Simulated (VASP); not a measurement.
Wanted: the native input for a VASP 6.6.1 run.

```yaml
Task: single point
Functional: PBE
Dispersion: D3(BJ)
Potentials_or_basis: VASP PAW PBE potentials, release 64 (N, B)
Cutoff: 520 eV
k_mesh: 6 × 8 × 1
Occupations: gaussian, width 0.05 eV
Spin: no spin polarisation
Dipole_correction: yes
Further_INCAR_settings: ALGO = Normal; EDIFF = 1e-07; NBANDS = 42
```

The structure of B3N4 lies in POSCAR:

```
B3N4
1.0
    5.0107822389      0.0000000000      0.0000000000
   -1.2526955597      3.3759068817      0.0000000000
    0.0000000000      0.0000000000     23.4409409452
N B
8 6
Direct
    0.0225224603      0.0900898411      0.1706416141
    0.5225224603      0.0900898411      0.1706416141
    0.3069455752      0.2277823008      0.2610541488
    0.8069455752      0.2277823008      0.2610541488
    0.0866484587      0.3466275527      0.3533460338
    0.5866484587      0.3466275527      0.3533460338
    0.3437108248      0.6248772852      0.5051393190
    0.3437108248      0.6248772852      0.5520657629
    0.2842051402      0.1368205610      0.2007528062
    0.7842051402      0.1368205610      0.2007528062
    0.0673540684      0.2694189847      0.2895469474
    0.5673540684      0.2694189847      0.2895469474
    0.3437108248      0.3748772852      0.3814241487
    0.8437108248      0.3748772852      0.3814241487
```

The input as run:

INCAR

```
SYSTEM = B3N4
  PREC = Accurate
  ENCUT = 520
  EDIFF = 1E-7
  ISMEAR = 0
  SIGMA = 0.05
  LREAL = .False.
  LASPH = .True.
  NELM = 60
  ALGO = Normal
  ISIF = 2
  LWAVE = .False.
  LCHARG = .True.
  LDIPOL = .True.
  IDIPOL = 3
  DIPOL = 0.5 0.5 0.312
  GGA = PE
  IVDW = 12
  LELF = .True.
  LVHAR = .True.
  LVACPOTAV = .True.
  NBANDS = 42
```

KPOINTS

```
Automatic mesh
0
Gamma
  6 8 1
  0 0 0
```

Potentials or basis: VASP PAW PBE potentials, release 64 (N, B).

The run is started by

```bash
$ cat potpaw_PBE.64/N/POTCAR potpaw_PBE.64/B/POTCAR > POTCAR
$ mpirun -np 1 vasp_std > vasp.out
```

It gave:

The largest force is 4.078 eV/Å, the band gap on the k mesh is zero (bands 29 and 30 overlap by 0.37 eV) and the dispersion energy per atom is -0.103 eV.

Caveat: the standard files for N, O and F lose accuracy on very short bonds.

It took 16 min on 1 thread of Intel(R) Xeon(R) 6975P-C (Granite Rapids), with other jobs on the host, peak memory 0.68 GiB.
